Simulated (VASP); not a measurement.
# InGa2O (P-4m2) in VASP: notebook, part 2 of 2

VASP 6.6.1. Earlier steps stand in the parts before.

## (6) Relaxation of cell and atoms, PBE

This run uses another cell than the first one, of 19.76 Å³/atom, 1.017 times its volume.

Input file INCAR:

```
PREC = Accurate
ENCUT = 600
EDIFF = 1E-6
ISMEAR = 0
SIGMA = 0.1
LREAL = F
LASPH = T
NELM = 80
ALGO = Normal
ISIF = 3
LWAVE = F
LCHARG = F
GGA = PE
IBRION = 2
NSW = 90
EDIFFG = -0.04
```

Input file KPOINTS:

```
Automatic mesh
0
Gamma
  4 4 4
```

Input file POSCAR:

```
InGa2O
1.0
    3.8060313100      0.0000000000      0.0000000000
    0.0000000000      3.8060313100      0.0000000000
    0.0000000000      0.0000000000      5.4573009700
In Ga O
1 2 1
Direct
    0.5000000000      0.5000000000      0.5000000000
    0.0000000000      0.5000000000      0.2462099900
    0.5000000000      0.0000000000      0.7537900100
    0.0000000000      0.0000000000      0.0000000000
```

Potentials or basis: VASP PAW PBE potentials, release 64 (In_d, Ga_d, O).

Run with:

```sh
cat potpaw_PBE.64/In_d/POTCAR potpaw_PBE.64/Ga_d/POTCAR potpaw_PBE.64/O/POTCAR > POTCAR
mpirun -np 1 vasp_std > vasp.out
```

OUTCAR:

```text
PREC = Accurate
   ENCUT = 600
   EDIFF = 1E-6
   ISMEAR = 0
   LREAL = F
   LASPH = T
   NELM = 80
   ISIF = 3
   GGA = PE
   IBRION = 2
   NSW = 90
   EDIFFG = -0.04

 ion  position               nearest neighbor table
   1  0.500  0.500  0.500-   2 2.35   3 2.35   3 2.35   2 2.35
   2  0.000  0.500  0.246-   4 2.33   4 2.33   1 2.35   1 2.35
   3  0.500  0.000  0.754-   4 2.33   4 2.33   1 2.35   1 2.35
   4  0.000  0.000  0.000-   2 2.33   3 2.33   2 2.33   3 2.33

  LATTYP: Found a simple tetragonal cell.
 ALAT       =     3.8060313100
 C/A-ratio  =     1.4338560368

  Lattice vectors:

 A1 = (   3.8060313100,   0.0000000000,   0.0000000000)
 A2 = (   0.0000000000,   3.8060313100,   0.0000000000)
 A3 = (   0.0000000000,   0.0000000000,   5.4573009700)

Analysis of symmetry for initial positions (statically):
=====================================================================
 Subroutine PRICEL returns:
 Original cell was already a primitive cell.

 Routine SETGRP: Setting up the symmetry group for a
 simple tetragonal supercell.

 Subroutine GETGRP returns: Found  8 space group operations
 (whereof  8 operations were pure point group operations)
 out of a pool of 16 trial point group operations.

The static configuration has the point symmetry D_2d.

Analysis of symmetry for dynamics (positions and initial velocities):
=====================================================================
 Subroutine PRICEL returns:
 Original cell was already a primitive cell.

 Routine SETGRP: Setting up the symmetry group for a
 simple tetragonal supercell.

 Subroutine GETGRP returns: Found  8 space group operations
 (whereof  8 operations were pure point group operations)
 out of a pool of 16 trial point group operations.

The dynamic configuration has the point symmetry D_2d.

 Subroutine INISYM returns: Found  8 space group operations
 (whereof  8 operations are pure point group operations),
 and found     1 'primitive' translations

----------------------------------------------------------------------------------------

                                     Primitive cell

  volume of cell :      79.0538

  direct lattice vectors                    reciprocal lattice vectors
     3.806031310  0.000000000  0.000000000     0.262740876  0.000000000  0.000000000
     0.000000000  3.806031310  0.000000000     0.000000000  0.262740876  0.000000000
     0.000000000  0.000000000  5.457300970     0.000000000  0.000000000  0.183240764

  length of vectors
     3.806031310  3.806031310  5.457300970     0.262740876  0.262740876  0.183240764

  position of ions in fractional coordinates (direct lattice)
     0.500000000  0.500000000  0.500000000
     0.000000000  0.500000000  0.246209990
     0.500000000  0.000000000  0.753790010
     0.000000000  0.000000000  0.000000000

  ion indices of the primitive-cell ions
   primitive index   ion index
                 1           1
                 2           2
                 3           3
                 4           4

----------------------------------------------------------------------------------------

 KPOINTS: Automatic mesh

Automatic generation of k-mesh.
 Grid dimensions read from file:
 generate k-points for:    4    4    4

 Generating k-lattice:

  Cartesian coordinates                     Fractional coordinates (reciprocal lattice)
     0.065685219  0.000000000  0.000000000     0.250000000  0.000000000  0.000000000
     0.000000000  0.065685219  0.000000000     0.000000000  0.250000000  0.000000000
     0.000000000  0.000000000  0.045810191     0.000000000  0.000000000  0.250000000

  Length of vectors
     0.065685219  0.065685219  0.045810191

  Shift w.r.t. Gamma in fractional coordinates (k-lattice)
     0.000000000  0.000000000  0.000000000

 Subroutine IBZKPT returns following result:
 ===========================================

 Found     18 irreducible k-points:

 Following reciprocal coordinates:
            Coordinates               Weight
  0.000000  0.000000  0.000000      1.000000
  0.250000  0.000000  0.000000      4.000000
  0.500000  0.000000  0.000000      2.000000
  0.250000  0.250000  0.000000      4.000000
  0.500000  0.250000  0.000000      4.000000
  0.500000  0.500000  0.000000      1.000000
[... 10 lines left out ...]
  0.500000  0.250000  0.500000      4.000000
  0.500000  0.500000  0.500000      1.000000
   k-points           NKPTS =     18   k-points in BZ     NKDIM =     18   number of bands    NBANDS=     27
   number of dos      NEDOS =    301   number of ions     NIONS =      4
   total plane-waves  NPLWV =  43200
   dimension x,y,z NGX =    30 NGY =   30 NGZ =   48
   dimension x,y,z NGXF=    60 NGYF=   60 NGZF=   96
   ions per type =               1   2   1
   NGX,Y,Z   is equivalent  to a cutoff of  13.10, 13.10, 14.62 a.u.
   NGXF,Y,Z  is equivalent  to a cutoff of  26.21, 26.21, 29.24 a.u.
 SYSTEM =  unknown system
   PREC   = accura    normal or accurate (medium, high low for compatibility)
   ISTART =      0    job   : 0-new  1-cont  2-samecut
   ICHARG =      2    charge: 1-file 2-atom 10-const
   ISPIN  =      1    spin polarized calculation?
   LNONCOLLINEAR =      F non collinear calculations
   LSORBIT =      F    spin-orbit coupling
   LASPH  =      T    aspherical Exc in radial PAW
   ENCUT  =  600.0 eV  44.10 Ry    6.64 a.u.   7.60  7.60 10.90*2*pi/ulx,y,z
   NELM   =     80;   NELMIN=  2; NELMDL= -5     # of ELM steps
   EDIFF  = 0.1E-05   stopping-criterion for ELM
   LREAL  =      F    real-space projection
   EDIFFG = -.4E-01   stopping-criterion for IOM
   NSW    =     90    number of steps for IOM
   IBRION =      2    ionic relax: 0-MD 1-quasi-New 2-CG
   NFREE  =      1    steps in history (QN), initial steepest desc. (CG)
   ISIF   =      3    stress and relaxation
   ISYM   =      2    0-nonsym 1-usesym 2-fastsym
   POTIM  = 0.5000    time-step for ionic-motion
   TEBEG  =    0.0;   TEEND  =   0.0 temperature during run
   PSTRESS=    0.0 pullay stress
   NELECT =      45.0000    total number of electrons
   NUPDOWN=      -1.0000    fix difference up-down
   EMIN   =  10.00;   EMAX   =-10.00  energy-range for DOS
   EFERMI =   0.00;   METHOD = LEGACY
   ISMEAR =     0;   SIGMA  =   0.10  broadening in eV -4-tet -1-fermi 0-gaus
   EFERMI_NEDOS =   21; number of points for ismear=-14 and -15
   IALGO  =     38    algorithm
   IMIX   =      4    mixing-type and parameters
     AMIX     =   0.40;   BMIX     =  1.00
     AMIX_MAG =   1.60;   BMIX_MAG =  1.00
  volume/ion in A,a.u.               =      19.76       133.37
  Fermi-wavevector in a.u.,A,eV,Ry     =   1.356766  2.563915 25.045777  1.840813
  Thomas-Fermi vector in A             =   2.483741
   LORBIT       =      0    0 simple, 1 ext, 2 COOP (PROOUT), +10 PAW based schemes
   GGA     = PE    functional components
   LHFCALC =     F    Hartree Fock is set to
   AEXX    =    0.0000 exact exchange contribution
   IVDW    =     0    specifies the selected vdW correction
   LEPSILON=     F    determine dielectric tensor
   LRPA    =     F    only Hartree local field effects (RPA)
 conjugate gradient relaxation of ions
 non-spin polarized calculation
 Gauss-broadening in eV      SIGMA  =   0.10
  energy-cutoff  :      600.00
  volume of cell :       79.05
 maximum number of plane-waves:      2669
   NGX = 15   NGY = 15   NGZ = 21

--------------------------------------- Ionic step        1  -------------------------------------------

 number of electron      45.0000018 magnetization

 Free energy of the ion-electron system (eV)
  ---------------------------------------------------
  ext. energy  EPLUGINS =         0.00000000
  ---------------------------------------------------
  free energy    TOTEN  =       -13.04702127 eV

  energy without entropy =      -13.03949866  energy(sigma->0) =      -13.04325996

------------------------ aborting loop because EDIFF is reached ----------------------------------------

  FORCE on cell =-STRESS in cart. coord.  units (eV):
  Direction    XX          YY          ZZ          XY          YZ          ZX
  --------------------------------------------------------------------------------------
  -------------------------------------------------------------------------------------
  Total        4.6232819      4.6232819      5.1227067      0.0000000      0.0000000      0.0000000
  in kB       93.6997288     93.6997288    103.8215367      0.0000000      0.0000000      0.0000000
  external PRESSURE =      97.0736647 kB  Pullay stress =       0.0000000 kB
[... 1192 lines left out ...]
     26       7.9332      0.00000
     27       7.9606      0.00000

[... ionic steps 4 to 43 ...]

--------------------------------------- Ionic step       44  -------------------------------------------

 number of electron      44.9999958 magnetization

------------------------ aborting loop because EDIFF is reached ----------------------------------------
[... 71 lines left out ...]
--------------------------------------- Ionic step       46  -------------------------------------------

 number of electron      44.9999943 magnetization

 Free energy of the ion-electron system (eV)
  ---------------------------------------------------
  ext. energy  EPLUGINS =         0.00000000
  ---------------------------------------------------
  free energy    TOTEN  =       -15.50580324 eV

  energy without entropy =      -15.49892906  energy(sigma->0) =      -15.50236615

 E-fermi :   5.8295     XC(G=0): -10.4397

 val. band max:        5.8014466936   @ k =   0.5000   0.2500   0.5000
 cond. band min:       5.8759005630   @ k =   0.5000   0.5000   0.0000
 fundamental gap:      0.0744538694
 Fermi energy:         5.8295380548
[... 569 lines left out ...]
  FREE ENERGIE OF THE ION-ELECTRON SYSTEM (eV)
  ---------------------------------------------------
  free  energy   TOTEN  =       -15.5058032377 eV

  energy  without entropy=      -15.4989290599  energy(sigma->0) =      -15.50236615

 reached required accuracy - stopping structural energy minimisation
```

OSZICAR:

```text
N       E                     dE             d eps       ncg     rms          rms(c)
DAV:   1     0.383024896109E+03    0.38302E+03   -0.24194E+04   975   0.297E+03
DAV:   2     0.408567191801E+02   -0.34217E+03   -0.33521E+03   999   0.576E+02
[... 480 lines left out ...]
DAV:   1    -0.155069754959E+02   -0.16677E-02   -0.51148E-02  1148   0.180E+00    0.218E-01
DAV:   2    -0.155062195470E+02    0.75595E-03   -0.25427E-03  1109   0.759E-01    0.129E-01
DAV:   3    -0.155057961835E+02    0.42336E-03   -0.68410E-04  1520   0.411E-01    0.185E-02
DAV:   4    -0.155058038503E+02   -0.76668E-05   -0.16803E-04  1051   0.141E-01    0.129E-02
DAV:   5    -0.155058033917E+02    0.45864E-06   -0.11930E-05  1291   0.342E-02    0.997E-03
DAV:   6    -0.155058032377E+02    0.15396E-06   -0.22662E-06   745   0.151E-02
  46 F= -.15505803E+02 E0= -.15502366E+02  d E =-.494555E-03
```

CONTCAR:

```text
InGa2O
   1.00000000000000
     3.0372246930134814    0.0000000000000000    0.0000000000000000
     0.0000000000000000    3.0372246930134814   -0.0000000000000000
    -0.0000000000000000    0.0000000000000000    8.1008726269247404
  In              Ga              O
     1     2     1
Direct
     0.5000000000000000    0.5000000000000000    0.5000000000000000
     0.0000000000000000    0.5000000000000000    0.1721656029355377
     0.5000000000000000    0.0000000000000000    0.8278343970644623
     0.0000000000000000    0.0000000000000000    0.0000000000000000

  0.00000000E+00  0.00000000E+00  0.00000000E+00
  0.00000000E+00  0.00000000E+00  0.00000000E+00
  0.00000000E+00  0.00000000E+00  0.00000000E+00
  0.00000000E+00  0.00000000E+00  0.00000000E+00
```

Wall time 11 min (1 thread of AMD EPYC 9R45 (Zen 5), shared host); peak memory 0.21 GiB.

What came out:

```yaml
Free_energy: -15.5058 eV
Relaxed_volume: 18.68 Å³/atom
Relaxed_cell: a = 3.037 Å, b = 3.037 Å, c = 8.101 Å, α = 90.00°, β = 90.00°, γ = 90.00°
Space_group_after_relaxing_to_0.05_Å: P-4m2 (No. 115)
Energy_gained_by_relaxing: 614.7 meV/atom
Ionic_steps: 46
Pressure_after_relaxing: 0.0 GPa
Largest_force_after_relaxing: 0.029 eV/Å
```

Forces on the atoms (eV/Å):
```
In   0.000  0.000  0.000
Ga   0.000  0.000 -0.029
Ga   0.000  0.000  0.029
O    0.000  0.000  0.000
```

Step by step:
```csv
step,energy change (eV),largest force (eV/Å),pressure (GPa),volume (Å³)
1,0.0000,4.4557,9.71,79.05
3,-1.3125,1.1604,-4.53,95.41
5,-1.7922,0.2247,1.04,81.15
7,-1.8132,0.0483,0.44,82.16
9,-1.8210,0.1000,-0.31,83.53
11,-1.8657,0.3834,0.12,82.33
13,-1.8650,0.5388,0.46,81.84
15,-1.8740,0.4542,0.43,82.08
17,-1.8846,0.4133,0.05,82.09
19,-1.8911,0.2923,-0.19,82.02
21,-1.9005,0.0753,-0.64,81.69
23,-2.0095,2.2086,-4.09,78.01
25,-2.0526,1.6231,-3.02,79.06
27,-2.0563,1.5233,-2.71,79.33
29,-2.0579,1.6777,-3.33,79.23
31,-2.0627,1.6058,-3.14,79.21
33,-2.1016,1.5878,-2.83,78.70
35,-2.2571,1.4158,-1.98,76.66
37,-2.3070,0.3376,5.05,68.45
39,-2.4371,0.3991,0.69,72.51
41,-2.4525,0.1486,-0.19,75.95
43,-2.4583,0.0309,0.01,74.75
45,-2.4583,0.0374,0.02,74.70
46,-2.4588,0.0294,-0.03,74.73
```

Final structure:
```
CELL_PARAMETERS angstrom
3.03722 0.00000 0.00000
0.00000 3.03722 0.00000
0.00000 0.00000 8.10087
ATOMIC_POSITIONS crystal
In 0.50000 0.50000 0.50000
Ga 0.00000 0.50000 0.17217
Ga 0.50000 0.00000 0.82783
O 0.00000 0.00000 0.00000
```

Levels at points of the mesh, in eV from the Fermi level:
| k point | band 20 | band 21 | band 22 | band 23 | band 24 | band 25 |
| --- | --- | --- | --- | --- | --- | --- |
| (0.00, 0.00, 0.00) | -4.07 | -4.07 | -3.86 | 2.44 | 2.62 | 7.07 |
| (0.50, 0.00, 0.00) | -3.96 | -3.76 | -3.41 | -0.47 | 0.59 | 1.02 |
| (0.50, 0.50, 0.00) | -1.76 | -1.26 | -1.26 | 0.05 | 1.18 | 1.46 |
| (0.00, 0.00, 0.50) | -4.07 | -4.07 | -1.17 | -0.59 | 5.90 | 6.46 |
| (0.50, 0.00, 0.50) | -3.76 | -3.39 | -2.16 | -1.82 | -0.87 | 2.61 |
| (0.50, 0.50, 0.50) | -1.35 | -1.35 | -1.25 | -1.15 | 1.77 | 1.77 |

Caveat: the k points lie up to 0.52 Å⁻¹ apart in the final cell; spin-orbit coupling is left out, which moves the levels of the heavy elements; an odd number of electrons without spin polarisation forces a metal; a magnetic or distorted state may lie lower.

## (7) Summary

```csv
task,cell,k mesh,cutoff (eV),gap on the mesh (eV),pressure (GPa),largest force (eV/Å)
single point,"a = 3.037, b = 3.037, c = 8.426 Å, 4 atoms",14 × 14 × 8,520,none,0.2,0.06
single point,"a = 3.806, b = 3.806, c = 5.457 Å, 4 atoms",4 × 4 × 4,520,none,9.7,4.46
single point,"a = 3.576, b = 3.576, c = 6.364 Å, 4 atoms",4 × 4 × 4,520,none,0.2,0.04
single point,"a = 3.458, b = 3.458, c = 6.682 Å, 4 atoms",6 × 6 × 4,520,none,0.2,0.04
relaxation of cell and atoms,"relaxed from a = 3.806, b = 3.806, c = 5.457 Å, 4 atoms",4 × 4 × 4,600,none,0.0,0.03
```

Alike in all rows: level PBE; potentials or basis VASP PAW PBE potentials, release 64 (In_d, Ga_d, O); no spin polarisation; smearing gaussian 0.1 eV.

Caveats: some runs use coarse meshes; spin-orbit coupling is left out, which moves the levels of the heavy elements; an odd number of electrons without spin polarisation forces a metal; a magnetic or distorted state may lie lower.

Total energies depend on the potentials used, so only differences within one code and one set of settings carry meaning.
